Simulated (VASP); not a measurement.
Crystal: Si2S.

```xyz
3
Lattice="-1.7095 1.7095 4.1936 1.7095 -1.7095 4.1936 1.7095 1.7095 -4.1936" Properties=species:S:1:pos:R:3 pbc="T T T"
Si    0.0000    0.0000    5.5775
Si    0.0000    0.0000    2.8097
S     0.0000    0.0000    0.0000
```

| Quantity | Value |
| --- | --- |
| Program | VASP 6.6.1 |
| Task | relaxation of cell and atoms |
| Functional | PBE |
| Potentials or basis | VASP PAW PBE potentials, release 64 (Si, S) |
| Cutoff | 600 eV |
| k mesh | 18 × 18 × 18 |
| Occupations | gaussian, width 0.1 eV |
| Spin | no spin polarisation |

At the start: pressure -2.6 GPa; volume 16.34 Å³/atom.

Task: How do energy, volume and symmetry change on relaxing?

Result: Over 14 steps the energy falls by 60.0 meV/atom and the volume is 15.36 Å³/atom (-6.0 %); space group I4/mmm (No. 139, to 0.1 Å) before and after.

The path:
```csv
step,energy change (eV),largest force (eV/Å),pressure (GPa),volume (Å³)
1,0.0000,0.1964,-2.63,49.02
2,-0.0848,0.1720,-0.73,47.12
3,-0.0479,0.0756,10.00,41.48
4,-0.1381,0.0986,2.77,44.75
5,-0.1777,0.0437,0.63,45.74
6,-0.1794,0.0003,-0.13,46.13
7,-0.1798,0.0104,0.11,46.01
8,-0.1798,0.0124,-0.01,46.08
9,-0.1798,0.0126,-0.01,46.09
10,-0.1798,0.0130,-0.04,46.11
11,-0.1798,0.0129,-0.04,46.10
12,-0.1798,0.0127,-0.04,46.09
13,-0.1799,0.0107,-0.02,46.09
14,-0.1799,0.0055,0.01,46.08
```

Final structure:
```
Si S
1.0
    -1.59655    1.59655    4.51980
     1.59655   -1.59655    4.51980
     1.59655    1.59655   -4.51980
Si S
2 1
Direct
  0.66985 0.66985 0.00000
  0.33015 0.33015 0.00000
  0.00000 0.00000 0.00000
```
